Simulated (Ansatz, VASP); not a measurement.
## AlN in VASP and in Ansatz

```
CELL_PARAMETERS angstrom
-1.65675 2.86957 0.00000
0.00000 0.00000 4.18746
4.97025 2.86957 0.00000
ATOMIC_POSITIONS crystal
Al 0.55704 0.75000 0.10963
Al 0.00000 0.75000 0.66667
Al 0.00000 0.25000 0.33333
Al 0.50000 0.25000 0.83333
N 0.50000 0.25000 0.16667
N 0.00000 0.25000 0.66667
N 0.00000 0.75000 0.33333
N 0.50000 0.75000 0.83333
```

Alike in both runs: task single point; functional PBE; k mesh 8 × 6 × 4; occupations gaussian, width 0.05 eV; no spin polarisation.

```csv
,VASP,Ansatz
version,VASP 6.6.1,Ansatz 0.2.0
potentials or method,"VASP PAW PBE potentials, release 64 (Al, N), cutoff 520 eV","scalar-relativistic, plane waves, PAW"
valence electrons in the cell,32,32
```

```csv
,VASP,Ansatz,Ansatz less VASP
gap on the k mesh at the Fermi level (eV),2.69,2.68,-0.007
least direct gap on the mesh (eV),2.69,2.68,-0.007
pressure (GPa),6.3,6.4,+0.14
"traceless stress, the component that is largest in VASP (GPa)",11.38,11.31,-0.070
rms of the force components (eV/Å),2.800,2.794,-0.0055
```

Atom by atom the forces differ by 0.008 eV/Å (rms over components). With one functional, cell and mesh, what is left measures potentials, basis and numerics.
